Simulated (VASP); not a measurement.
Here is a VASP 6.6.1 calculation.

Contents of INCAR:

```
PREC = Accurate
ENCUT = 520
EDIFF = 1E-8
ISMEAR = 0
SIGMA = 0.01
LREAL = False
LASPH = True
NELM = 80
ALGO = Normal
ISIF = 2
LWAVE = False
LCHARG = True
GGA = PE
IVDW = 12
IBRION = 6
NFREE = 2
POTIM = 0.015
NSW = 1
```

Contents of KPOINTS:

```
regular mesh
0
Gamma
  12 12 12
```

File POSCAR:

```
C
1.0
    1.2317640168      0.7111592867      3.2864651448
   -1.2317640168      0.7111592867      3.2864651448
    0.0000000000     -1.4223185734      3.2864651448
C
2
Direct
    0.1665707596      0.1665707596      0.1665707596
    0.8334292404      0.8334292404      0.8334292404
```

Potentials or basis: VASP PAW PBE potentials, release 64 (C).

Run with:

```bash
$ cat potpaw_PBE.64/C/POTCAR > POTCAR
$ mpirun -np 1 vasp_std > vasp.out
```

(1) What does it give for the highest phonon frequency at Γ?

(2) Estimate the dispersion energy per atom.

Answers

(1) 1566 cm⁻¹.

(2) -0.160 eV.

Caveat: the cell differs from its parent crystal (phonons at volume x 0.98); the cell wasn't relaxed at this level first, which shifts response properties.
